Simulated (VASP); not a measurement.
MnBi4Se7: single point with PBE

The system is MnBi4Se7.

```
CELL_PARAMETERS angstrom
0.00000 4.13471 0.00000
6.72594 -2.06736 0.00000
3.13821 0.00000 -11.91554
ATOMIC_POSITIONS crystal
Bi 0.12159 0.24318 0.07234
Bi 0.87841 0.75682 0.92766
Bi 0.32120 0.64240 0.33743
Bi 0.67880 0.35760 0.66257
Mn 0.00000 0.00000 0.50000
Se 0.96900 0.93800 0.30050
Se 0.03100 0.06200 0.69950
Se 0.25740 0.51480 0.85590
Se 0.74260 0.48520 0.14410
Se 0.35100 0.70200 0.54730
Se 0.64900 0.29800 0.45270
Se 0.50000 0.00000 0.00000
```

```json
{
 "Program": "VASP 6.6.1",
 "Task": "single point",
 "Functional": "PBE",
 "Potentials or basis": "VASP PAW PBE potentials, release 64 (Bi_d, Mn_pv, Se)",
 "Cutoff": "500 eV",
 "k mesh": "6 × 6 × 2",
 "Occupations": "fermi-dirac, width 0.1 eV",
 "Spin": "no spin polarisation"
}
```

* Pressure: 0.0 GPa
* Largest force: 1.285 eV/Å
* Band gap on the k mesh: zero (an odd number of electrons rules out a gap without spin polarisation)

Forces in eV/Å, atoms in the order of the input:
```
Bi   0.058  0.000 -0.024
Bi  -0.058  0.000  0.024
Bi  -0.321  0.000  0.416
Bi   0.321  0.000 -0.416
Mn   0.000  0.000  0.000
Se   0.519  0.000 -1.042
Se  -0.519  0.000  1.042
Se  -0.020  0.000  0.270
Se   0.020  0.000 -0.270
Se   1.284  0.000  0.044
Se  -1.284  0.000 -0.044
Se   0.000  0.000  0.000
```

Stress tensor (GPa, compression positive):
```
-0.16  0.00  0.11
 0.00 -0.47  0.00
 0.11  0.00  0.58
```

Levels at points of the mesh, in eV from the Fermi level:
```csv
k point,band 54,band 55,band 56,band 57,band 58,band 59,band 60,band 61,band 62,band 63
"(0.00, 0.00, 0.00)",-1.36,-0.92,-0.37,-0.20,-0.09,0.24,0.31,0.85,0.96,1.80
"(0.50, 0.00, 0.00)",-1.83,-1.14,-0.28,-0.12,-0.09,0.43,0.83,0.94,1.06,1.67
"(0.00, 0.50, 0.00)",-1.48,-0.93,-0.47,-0.14,-0.10,-0.01,0.48,0.58,0.90,1.06
"(0.00, 0.00, 0.50)",-1.39,-0.99,-0.37,-0.17,-0.13,0.31,0.38,0.49,0.71,1.69
"(0.50, 0.00, 0.50)",-1.54,-0.99,-0.32,-0.16,-0.09,0.31,0.81,0.98,1.45,1.45
"(0.00, 0.50, 0.50)",-1.60,-1.07,-0.43,-0.14,-0.10,0.09,0.66,0.75,0.76,1.26
```

Wall time 28 min on 1 thread of Intel Xeon 8259CL (shared host), peak memory 0.66 GiB.

Caveat: spin-orbit coupling is left out, which moves the levels of the heavy elements; the run has no spin polarisation, though such a crystal can be magnetic; semilocal functionals often make such compounds metallic where correlation or magnetic order opens a gap, which also shifts bond lengths; forces of over 1 eV/Å act on the atoms, so gaps and moduli don't describe the material at rest. Spin polarisation is off, so any magnetic state and its effect on volume and gap are missing.
